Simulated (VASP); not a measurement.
Wanted: the native input for a VASP 6.6.1 run.

```yaml
Task: single point
Functional: PBE
Potentials_or_basis: VASP PAW PBE potentials, release 64 (Bi_d, O)
Cutoff: 520 eV
k_mesh: 4 × 4 × 2
Occupations: gaussian, width 0.2 eV
Spin: no spin polarisation
Dipole_correction: no
Further_INCAR_settings: ALGO = Normal; EDIFF = 1e-06; NBANDS = 61
```

The structure of Bi3O lies in POSCAR:

```
Bi3O
1.0
    4.0244240817      0.0000000000      0.0000000000
    0.0000000000      4.0244240817      0.0000000000
    0.0000000000      0.0000000000     12.9180089767
Bi O
6 2
Direct
    0.5000000000      0.0000000000      0.9026820695
    0.0000000000      0.5000000000      0.0973179305
    0.5000000000      0.0000000000      0.6046440606
    0.0000000000      0.5000000000      0.7246649306
    0.0000000000      0.5000000000      0.3953559394
    0.5000000000      0.0000000000      0.2753350694
    0.5000000000      0.5000000000      0.0000000000
    0.0000000000      0.0000000000      0.0000000000
```

The input as run:

INCAR

```
  PREC = Accurate
  ENCUT = 520
  EDIFF = 1E-6
  ISMEAR = 0
  SIGMA = 0.2
  LREAL = False
  LASPH = True
  NELM = 60
  ALGO = Normal
  ISIF = 2
  LWAVE = False
  LCHARG = True
  GGA = PE
  LELF = True
  LVHAR = True
  NBANDS = 61
```

KPOINTS

```
Automatic mesh
0
Gamma
  4 4 2
```

Potentials or basis: VASP PAW PBE potentials, release 64 (Bi_d, O).

Run with:

```sh
$ cat potpaw_PBE.64/Bi_d/POTCAR potpaw_PBE.64/O/POTCAR > POTCAR
$ mpirun -np 1 vasp_std > vasp.out
```

It gave:

* Pressure: 0.2 GPa
* Largest force: 0.040 eV/Å
* Band gap on the k mesh: zero (bands 51 and 52 overlap by 2.29 eV)

Caveat: the k points lie up to 0.39 Å⁻¹ apart, too coarse for converged energies and pressures of a metal; spin-orbit coupling is left out, which moves the levels of the heavy elements.

Wall time 110 s on 1 thread of Intel(R) Xeon(R) 6975P-C (Granite Rapids) (shared host), peak memory 0.32 GiB.
